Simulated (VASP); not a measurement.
Set up this calculation in VASP 6.6.1, as the native input.

- Task: single point
- Functional: PBE
- Potentials or basis: VASP PAW PBE potentials, release 64 (Na_pv, I)
- Cutoff: 520 eV
- k mesh: 6 × 6 × 6
- Occupations: gaussian, width 0.01 eV
- Spin: no spin polarisation
- Dipole correction: no
- Further INCAR settings: ALGO = Normal; EDIFF = 1e-06; NBANDS = 14

The structure of NaI lies in POSCAR:

```
NaI
1.0
    0.0000000000      3.5431916835      3.5431916835
    3.5431916835      0.0000000000      3.5431916835
    3.5431916835      3.5431916835      0.0000000000
Na I
1 1
Direct
    0.0000000000      0.0000000000      0.0000000000
    0.2500000000      0.2500000000      0.2500000000
```

The input as run:

INCAR

```
PREC = Accurate
ENCUT = 520
EDIFF = 1E-6
ISMEAR = 0
SIGMA = 0.01
LREAL = False
LASPH = True
NELM = 60
ALGO = Normal
ISIF = 2
LWAVE = False
LCHARG = False
GGA = PE
NBANDS = 14
```

KPOINTS

```
regular mesh
0
Gamma
  6 6 6
```

Potentials or basis: VASP PAW PBE potentials, release 64 (Na_pv, I).

Command:

```console
$ cat potpaw_PBE.64/Na_pv/POTCAR potpaw_PBE.64/I/POTCAR > POTCAR
$ mpirun -np 1 vasp_std > vasp.out
```

Results of the run:

* Pressure: 0.4 GPa
* Band gap on the k mesh: 3.82 eV, direct

Caveat: spin-orbit coupling is left out, which moves the levels of the heavy elements.

It took 22 s on 1 thread of Intel(R) Xeon(R) Platinum 8488C (Sapphire Rapids) (shared host), peak memory 0.24 GiB.
